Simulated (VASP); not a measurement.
**TiC: single point with PBEsol**

Crystal: TiC.

```xyz
2
Lattice="0.0000 2.1856 2.1640 2.1856 0.0000 2.1640 2.1856 2.1856 0.0000" Properties=species:S:1:pos:R:3 pbc="T T T"
Ti    0.0000    0.0000    0.0000
C     2.1856    2.1856    2.1640
```

This cell differs from its parent crystal: equal xx and yy strain of +1 %.

- Program: VASP 6.6.1
- Task: single point
- Functional: PBEsol
- Potentials or basis: VASP PAW PBE potentials, release 64 (Ti_sv, C)
- Cutoff: 520 eV
- k mesh: 16 × 16 × 16
- Occupations: fermi-dirac, width 0.03 eV
- Spin: no spin polarisation

- Pressure: -10.5 GPa
- Band gap on the k mesh: zero (band 8 reaches 9.80 eV, above the bottom of band 9 at 8.63 eV)

Stress tensor (GPa, compression positive):
```
-11.61   0.00   0.00
  0.00 -11.61   0.00
  0.00   0.00  -8.20
```

Levels at points of the mesh, in eV from the Fermi level:
```
           k point  band 5  band 6  band 7  band 8  band 9  band 10  band 11  band 12
(0.00, 0.00, 0.00)  -12.27    0.65    0.65    0.72    1.66     1.68     1.68     1.72
(0.50, 0.00, 0.00)   -8.83   -5.78   -2.84   -2.82    2.84     2.88     4.02     7.99
(0.50, 0.50, 0.00)   -9.97   -3.35   -1.62   -0.07   -0.07     2.68     3.45     3.45
(0.50, 0.00, 0.50)   -9.99   -3.45   -1.60    0.00    0.00     2.68     3.42     3.48
```

Wall time 58 s on 1 thread of Intel(R) Xeon(R) Platinum 8488C (Sapphire Rapids) (shared host), peak memory 0.22 GiB.

Caveat: the cell differs from its parent crystal (equal xx and yy strain of +1 %); the PAW data sets were made with another functional, which shifts forces and pressure a little.
